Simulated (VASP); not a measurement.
# ScAl3 (Pm-3m) in VASP: further runs, part 2 of 2

VASP 6.6.1.

## (4) Single point, PBE

This run uses another cell than the first one, of 16.74 Å³/atom.

Contents of INCAR:

```
PREC = Accurate
ENCUT = 520
EDIFF = 1E-6
ISMEAR = 0
SIGMA = 0.1
LREAL = F
LASPH = T
NELM = 80
ALGO = Fast
ISIF = 2
LWAVE = F
LCHARG = F
GGA = PE
NBANDS = 18
```

Contents of KPOINTS:

```
regular mesh
0
Gamma
  10 10 10
```

Contents of POSCAR:

```
ScAl3
1.0
    4.0611181859      0.0000000000      0.0000000000
    0.0000000000      4.0611181859      0.0000000000
    0.0000000000      0.0000000000      4.0611181859
Sc Al
1 3
Direct
    0.0000000000      0.0000000000      0.0000000000
    0.5000000000      0.0000000000      0.5000000000
    0.0000000000      0.5000000000      0.5000000000
    0.5000000000      0.5000000000      0.0000000000
```

Potentials or basis: VASP PAW PBE potentials, release 64 (Sc_sv, Al).

Run with:

```
$ cat potpaw_PBE.64/Sc_sv/POTCAR potpaw_PBE.64/Al/POTCAR > POTCAR
$ mpirun -np 1 vasp_std > vasp.out
```

OUTCAR:

```text
PREC = Accurate
   ENCUT = 520
   EDIFF = 1E-6
   ISMEAR = 0
   LREAL = F
   LASPH = T
   NELM = 80
   ISIF = 2
   GGA = PE

 ion  position               nearest neighbor table
   1  0.000  0.000  0.000-   2 2.87   3 2.87   4 2.87   2 2.87   3 2.87   3 2.87   4 2.87   3 2.87
                             2 2.87   4 2.87   2 2.87   4 2.87
   2  0.500  0.000  0.500-   1 2.87   3 2.87   4 2.87   1 2.87   4 2.87   3 2.87   4 2.87   4 2.87
                             1 2.87   3 2.87   1 2.87   3 2.87
   3  0.000  0.500  0.500-   1 2.87   2 2.87   4 2.87   1 2.87   4 2.87   1 2.87   2 2.87   1 2.87
[... 709 lines left out ...]
  --------------------------------------------------------------------------------------
  -------------------------------------------------------------------------------------
  Total        1.2618993      1.2618993      1.2618993     -0.0000000      0.0000000     -0.0000000
  in kB       30.1855020     30.1855020     30.1855020     -0.0000000      0.0000000     -0.0000000
  external PRESSURE =      30.1855020 kB  Pullay stress =       0.0000000 kB

 VOLUME and BASIS-vectors are now :
 -----------------------------------------------------------------------------
  energy-cutoff  :      520.00
  volume of cell :       66.98
      direct lattice vectors                 reciprocal lattice vectors
     4.061118186  0.000000000  0.000000000     0.246237601  0.000000000  0.000000000
     0.000000000  4.061118186  0.000000000     0.000000000  0.246237601  0.000000000
     0.000000000  0.000000000  4.061118186     0.000000000  0.000000000  0.246237601

 POSITION                                       TOTAL-FORCE (eV/Angst)
 -----------------------------------------------------------------------------------
      0.00000      0.00000      0.00000         0.000000      0.000000      0.000000
      2.03056      0.00000      2.03056         0.000000      0.000000      0.000000
      0.00000      2.03056      2.03056         0.000000      0.000000      0.000000
      2.03056      2.03056      0.00000         0.000000      0.000000      0.000000
 -----------------------------------------------------------------------------------
    total drift:                                0.000000     -0.000000      0.000000

  FREE ENERGIE OF THE ION-ELECTRON SYSTEM (eV)
  ---------------------------------------------------
  free  energy   TOTEN  =       -19.2797169650 eV

  energy  without entropy=      -19.2742835434  energy(sigma->0) =      -19.27700025
```

OSZICAR:

```text
N       E                     dE             d eps       ncg     rms          rms(c)
DAV:   1     0.108390356930E+03    0.10839E+03   -0.82959E+03  2016   0.101E+03
DAV:   2    -0.152885586141E+02   -0.12368E+03   -0.12066E+03  2018   0.290E+02
DAV:   3    -0.201239527021E+02   -0.48354E+01   -0.46988E+01  3012   0.559E+01
DAV:   4    -0.202534916791E+02   -0.12954E+00   -0.12921E+00  3128   0.944E+00
DAV:   5    -0.202557236527E+02   -0.22320E-02   -0.22318E-02  3000   0.108E+00    0.920E+00
RMM:   6    -0.192239933853E+02    0.10317E+01   -0.17253E+00  2103   0.148E+01    0.281E+00
RMM:   7    -0.193365731060E+02   -0.11258E+00   -0.22069E+00  2766   0.645E+00    0.146E+00
RMM:   8    -0.192804226397E+02    0.56150E-01   -0.12839E-01  2302   0.420E+00    0.166E+00
RMM:   9    -0.192830171566E+02   -0.25945E-02   -0.80703E-02  2907   0.191E+00    0.629E-01
RMM:  10    -0.192794374867E+02    0.35797E-02   -0.12089E-02  2580   0.110E+00    0.122E-01
RMM:  11    -0.192798001636E+02   -0.36268E-03   -0.35665E-03  2779   0.392E-01    0.477E-02
RMM:  12    -0.192797682904E+02    0.31873E-04   -0.13249E-03  2871   0.257E-01    0.641E-02
RMM:  13    -0.192797211585E+02    0.47132E-04   -0.21114E-04  2737   0.163E-01    0.254E-02
RMM:  14    -0.192797150018E+02    0.61567E-05   -0.74910E-05  3048   0.681E-02    0.130E-02
RMM:  15    -0.192797160008E+02   -0.99904E-06   -0.11504E-05  2657   0.274E-02    0.246E-02
RMM:  16    -0.192797172050E+02   -0.12042E-05   -0.25098E-06  2171   0.242E-02    0.174E-02
RMM:  17    -0.192797169650E+02    0.24003E-06   -0.86351E-07  1936   0.123E-02
   1 F= -.19279717E+02 E0= -.19277000E+02  d E =-.543342E-02
```

stdout:

```text
POSCAR found type information on POSCAR ScAl
 POSCAR found :  2 types and       4 ions
 scaLAPACK will be used
 LDA part: xc-table for (Slater+PW92), standard interpolation
 POSCAR, INCAR and KPOINTS ok, starting setup
 FFT: planning ... GRIDC
 FFT: planning ... GRID_SOFT
 FFT: planning ... GRID
 WAVECAR not read
 entering main loop
```

It took 2.4 min on 1 thread of Intel Xeon 8259CL, shared host; peak memory 0.2 GiB.

Results:

- Free energy: -19.2797 eV
- Pressure: 3.0 GPa
- Band gap on the k mesh: zero (bands 10 and 11 overlap by 3.96 eV)

Caveat: the cell stands under pressure.

## (5) Single point, PBE

This run uses another cell than the first one, of 17.96 Å³/atom.

Contents of INCAR:

```
PREC = Accurate ; ENCUT = 520
EDIFF = 1E-7 ; ISMEAR = 0
SIGMA = 0.1 ; LREAL = False
LASPH = True ; NELM = 100
ALGO = Normal ; ISIF = 2
LWAVE = False ; LCHARG = False
GGA = PE ; NBANDS = 18
```

KPOINTS is that of step 4.

Contents of POSCAR:

```
ScAl3
1.0
    4.1570831727      0.0000000000      0.0000000000
    0.0000000000      4.1570831727      0.0000000000
    0.0000000000      0.0000000000      4.1570831727
Sc Al
1 3
Direct
    0.0000000000      0.0000000000      0.0000000000
    0.5000000000      0.0000000000      0.5000000000
    0.0000000000      0.5000000000      0.5000000000
    0.5000000000      0.5000000000      0.0000000000
```

Run with:

```
$ cat potpaw_PBE.64/Sc_sv/POTCAR potpaw_PBE.64/Al/POTCAR > POTCAR
$ mpirun -np 1 vasp_std > vasp.out
```

It took 84 s on 1 thread of Intel Xeon 8259CL, shared host; peak memory 0.21 GiB.

It converged, with:

```yaml
Free_energy: -19.2758 eV
Pressure: -3.0 GPa
Band_gap_on_the_k_mesh: zero (bands 10 and 11 overlap by 3.69 eV)
```

Levels at points of the mesh, in eV from the Fermi level:
| k point | band 6 | band 7 | band 8 | band 9 | band 10 | band 11 | band 12 | band 13 | band 14 | band 15 |
| --- | --- | --- | --- | --- | --- | --- | --- | --- | --- | --- |
| (0.00, 0.00, 0.00) | -2.58 | -2.58 | -1.80 | -1.80 | -1.80 | 1.26 | 1.27 | 1.27 | 1.27 | 4.37 |
| (0.50, 0.00, 0.00) | -7.17 | -1.65 | -1.65 | -1.38 | 0.58 | 0.93 | 0.93 | 1.35 | 1.57 | 2.04 |
| (0.50, 0.50, 0.00) | -5.56 | -5.56 | -4.25 | -0.51 | -0.51 | 1.18 | 1.31 | 1.97 | 2.37 | 3.25 |
| (0.50, 0.50, 0.50) | -4.73 | -4.73 | -4.30 | -2.91 | -2.91 | -2.91 | 0.84 | 2.47 | 2.47 | 3.77 |

## (6) Single point, PBE

This run uses another cell than the first one, of 12.22 Å³/atom.

Contents of INCAR:

```
PREC = Accurate
ENCUT = 520
EDIFF = 1E-6
ISMEAR = 0
SIGMA = 0.1
LREAL = F
LASPH = T
NELM = 80
ALGO = Fast
ISIF = 2
LWAVE = F
LCHARG = F
GGA = PE
NBANDS = 18
```

Contents of KPOINTS:

```
regular mesh
0
Gamma
  12 12 12
```

Contents of POSCAR:

```
ScAl3
1.0
    3.6565882357      0.0000000000      0.0000000000
    0.0000000000      3.6565882357      0.0000000000
    0.0000000000      0.0000000000      3.6565882357
Sc Al
1 3
Direct
    0.0000000000      0.0000000000      0.0000000000
    0.5000000000      0.0000000000      0.5000000000
    0.0000000000      0.5000000000      0.5000000000
    0.5000000000      0.5000000000      0.0000000000
```

Potentials or basis: VASP PAW PBE potentials, release 64 (Sc_sv, Al).

Run with:

```
$ cat potpaw_PBE.64/Sc_sv/POTCAR potpaw_PBE.64/Al/POTCAR > POTCAR
$ mpirun -np 1 vasp_std > vasp.out
```

OUTCAR:

```text
PREC = Accurate
   ENCUT = 520
   EDIFF = 1E-6
   ISMEAR = 0
   LREAL = F
   LASPH = T
   NELM = 80
   ISIF = 2
   GGA = PE

 ion  position               nearest neighbor table
   1  0.000  0.000  0.000-   2 2.59   3 2.59   4 2.59   2 2.59   3 2.59   3 2.59   4 2.59   3 2.59
                             2 2.59   4 2.59   2 2.59   4 2.59
   2  0.500  0.000  0.500-   1 2.59   3 2.59   4 2.59   1 2.59   4 2.59   3 2.59   4 2.59   4 2.59
                             1 2.59   3 2.59   1 2.59   3 2.59
   3  0.000  0.500  0.500-   1 2.59   2 2.59   4 2.59   1 2.59   4 2.59   1 2.59   2 2.59   1 2.59
                             2 2.59   4 2.59   4 2.59   2 2.59
   4  0.500  0.500  0.000-   1 2.59   2 2.59   3 2.59   2 2.59   3 2.59   1 2.59   2 2.59   2 2.59
                             1 2.59   3 2.59   3 2.59   1 2.59

  LATTYP: Found a simple cubic cell.
 ALAT       =     3.6565882357

  Lattice vectors:

 A1 = (   3.6565882357,   0.0000000000,   0.0000000000)
 A2 = (   0.0000000000,   3.6565882357,   0.0000000000)
 A3 = (   0.0000000000,   0.0000000000,   3.6565882357)

Analysis of symmetry for initial positions (statically):
=====================================================================
 Subroutine PRICEL returns:
[... 182 lines left out ...]
 Fermi energy:        10.6083028100

 k-point     1 :       0.0000    0.0000    0.0000
  band No.  band energies     occupation
      1     -37.1838      2.00000
      2     -16.0498      2.00000
      3     -16.0498      2.00000
      4     -16.0498      2.00000
      5      -1.1445      2.00000
      6       7.4551      2.00000
[... 481 lines left out ...]
      5       1.7578      2.00000
      6       3.9578      2.00000
[... 10 lines left out ...]
     17      16.9160      0.00000
     18      18.8143      0.00000

 [... further k-points ...]

------------------------ aborting loop because EDIFF is reached ----------------------------------------

  FORCE on cell =-STRESS in cart. coord.  units (eV):
  Direction    XX          YY          ZZ          XY          YZ          ZX
  --------------------------------------------------------------------------------------
  -------------------------------------------------------------------------------------
  Total       18.3748966     18.3748966     18.3748966      0.0000000      0.0000000     -0.0000000
  in kB      602.1536355    602.1536355    602.1536355      0.0000000      0.0000000     -0.0000000
  external PRESSURE =     602.1536355 kB  Pullay stress =       0.0000000 kB

 VOLUME and BASIS-vectors are now :
 -----------------------------------------------------------------------------
  energy-cutoff  :      520.00
  volume of cell :       48.89
      direct lattice vectors                 reciprocal lattice vectors
     3.656588236  0.000000000  0.000000000     0.273478974  0.000000000  0.000000000
     0.000000000  3.656588236  0.000000000     0.000000000  0.273478974  0.000000000
     0.000000000  0.000000000  3.656588236     0.000000000  0.000000000  0.273478974

 POSITION                                       TOTAL-FORCE (eV/Angst)
 -----------------------------------------------------------------------------------
      0.00000      0.00000      0.00000         0.000000      0.000000      0.000000
      1.82829      0.00000      1.82829         0.000000      0.000000      0.000000
      0.00000      1.82829      1.82829         0.000000      0.000000      0.000000
      1.82829      1.82829      0.00000         0.000000      0.000000      0.000000
 -----------------------------------------------------------------------------------
    total drift:                               -0.000000     -0.000000     -0.000000

  FREE ENERGIE OF THE ION-ELECTRON SYSTEM (eV)
  ---------------------------------------------------
  free  energy   TOTEN  =       -16.4213574781 eV

  energy  without entropy=      -16.4142039823  energy(sigma->0) =      -16.41778073
```

OSZICAR:

```text
N       E                     dE             d eps       ncg     rms          rms(c)
DAV:   1     0.121061849399E+03    0.12106E+03   -0.85342E+03  3064   0.106E+03
DAV:   2    -0.119508710053E+02   -0.13301E+03   -0.12935E+03  3032   0.307E+02
DAV:   3    -0.170593142186E+02   -0.51084E+01   -0.49677E+01  4472   0.603E+01
DAV:   4    -0.171646770456E+02   -0.10536E+00   -0.10505E+00  4726   0.835E+00
DAV:   5    -0.171657506808E+02   -0.10736E-02   -0.10736E-02  4206   0.748E-01    0.169E+01
RMM:   6    -0.164400949343E+02    0.72566E+00   -0.10927E+00  3140   0.129E+01    0.662E+00
RMM:   7    -0.164546563805E+02   -0.14561E-01   -0.12122E+00  4323   0.567E+00    0.255E+00
RMM:   8    -0.164209145382E+02    0.33742E-01   -0.98482E-02  3458   0.377E+00    0.206E+00
RMM:   9    -0.164217202986E+02   -0.80576E-03   -0.31696E-02  4009   0.195E+00    0.318E-01
RMM:  10    -0.164212959646E+02    0.42433E-03   -0.16011E-02  4467   0.954E-01    0.229E-01
RMM:  11    -0.164213892184E+02   -0.93254E-04   -0.14523E-03  4655   0.268E-01    0.508E-02
RMM:  12    -0.164214223614E+02   -0.33143E-04   -0.46031E-04  4546   0.157E-01    0.158E-01
RMM:  13    -0.164213575051E+02    0.64856E-04   -0.22121E-04  4196   0.150E-01    0.124E-01
RMM:  14    -0.164213572068E+02    0.29831E-06   -0.58349E-05  4232   0.500E-02    0.371E-02
RMM:  15    -0.164213574781E+02   -0.27123E-06   -0.60195E-06  3669   0.229E-02
   1 F= -.16421357E+02 E0= -.16417781E+02  d E =-.715350E-02
```

stdout:

```text
POSCAR found type information on POSCAR ScAl
 POSCAR found :  2 types and       4 ions
 scaLAPACK will be used
 LDA part: xc-table for (Slater+PW92), standard interpolation
 POSCAR, INCAR and KPOINTS ok, starting setup
 FFT: planning ... GRIDC
 FFT: planning ... GRID_SOFT
 FFT: planning ... GRID
 WAVECAR not read
 entering main loop
```

Wall time 2.1 min (1 thread of Intel Xeon 8259CL, shared host); peak memory 0.2 GiB.

What came out:

```yaml
Free_energy: -16.4214 eV
Pressure: 60.2 GPa
Band_gap_on_the_k_mesh: zero (bands 10 and 11 overlap by 4.47 eV)
```

Levels at points of the mesh, in eV from the Fermi level:
```csv
k point,band 6,band 7,band 8,band 9,band 10,band 11,band 12,band 13,band 14,band 15
"(0.00, 0.00, 0.00)",-3.15,-3.15,-1.73,-1.73,-1.73,1.23,1.44,1.44,1.44,7.28
"(0.50, 0.00, 0.00)",-8.36,-2.23,-2.20,-2.20,1.49,1.77,1.77,2.03,3.11,3.13
"(0.50, 0.50, 0.00)",-5.92,-5.92,-5.06,-0.74,-0.74,1.37,1.80,2.94,3.51,4.75
"(0.50, 0.50, 0.50)",-5.36,-5.36,-5.36,-2.98,-2.98,-2.98,2.10,3.60,3.60,5.94
```

Caveat: the cell stands under pressure.

## (7) Summary

| task | cell | k mesh | cutoff (eV) | gap on the mesh (eV) | pressure (GPa) |
| --- | --- | --- | --- | --- | --- |
| relaxation of cell and atoms | relaxed to 15 GPa from a = 3.923 Å, 4 atoms | 12 × 12 × 12 | 600 | none | 15.0 |
| single point | a = 3.999 Å, 4 atoms | 10 × 10 × 10 | 520 | none | 8.0 |
| single point | a = 4.061 Å, 4 atoms | 10 × 10 × 10 | 520 | none | 3.0 |
| single point | a = 4.157 Å, 4 atoms | 10 × 10 × 10 | 520 | none | -3.0 |
| single point | a = 3.657 Å, 4 atoms | 12 × 12 × 12 | 520 | none | 60.2 |

Alike in all rows: level PBE; potentials or basis VASP PAW PBE potentials, release 64 (Sc_sv, Al); no spin polarisation; smearing gaussian 0.1 eV.

Caveats: the cell stands under pressure (at least some runs); the cell is relaxed towards a set pressure, so the run minimises the enthalpy, not the energy (at least some runs).

Absolute energies hang on the potentials; compare differences alone.
